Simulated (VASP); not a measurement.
ScIr: single point with LDA

The system is ScIr.

```xyz
2
Lattice="3.1616 0.0000 0.0000 0.0000 3.1616 0.0000 0.0000 0.0000 3.1616" Properties=species:S:1:pos:R:3 pbc="T T T"
Sc    1.5808    1.5808    1.5808
Ir    0.0000    0.0000    0.0000
```

| Property | Result |
| --- | --- |
| Program | VASP 6.6.1 |
| Task | single point |
| Functional | LDA |
| Potentials or basis | VASP PAW LDA potentials, release 64 (Sc_sv, Ir) |
| Cutoff | 520 eV |
| k mesh | 14 × 14 × 14 |
| Occupations | gaussian, width 0.1 eV |
| Spin | no spin polarisation |

The pressure is 1.0 GPa and the band gap on the k mesh is zero (band 10 reaches 8.02 eV, above the bottom of band 11 at 7.39 eV).

Levels at points of the mesh, in eV from the Fermi level:
| k point | band 6 | band 7 | band 8 | band 9 | band 10 | band 11 | band 12 | band 13 | band 14 | band 15 |
| --- | --- | --- | --- | --- | --- | --- | --- | --- | --- | --- |
| (0.00, 0.00, 0.00) | -5.32 | -5.32 | -2.00 | -2.00 | -2.00 | 2.23 | 2.23 | 4.46 | 4.46 | 4.46 |
| (0.50, 0.00, 0.00) | -4.15 | -3.12 | -2.43 | -2.43 | -1.36 | -0.03 | 0.44 | 1.59 | 1.59 | 3.31 |
| (0.50, 0.50, 0.00) | -5.21 | -3.46 | -3.46 | -0.34 | 0.29 | 0.92 | 0.92 | 2.80 | 4.39 | 4.74 |
| (0.50, 0.50, 0.50) | -3.83 | -3.83 | -1.24 | -1.24 | -1.24 | -0.25 | -0.25 | 4.49 | 4.49 | 4.71 |

It took 22 s on 1 thread of Intel(R) Xeon(R) Platinum 8559C (Emerald Rapids) (shared host), peak memory 0.19 GiB.

Caveat: spin-orbit coupling is left out, which moves the levels of the heavy elements.
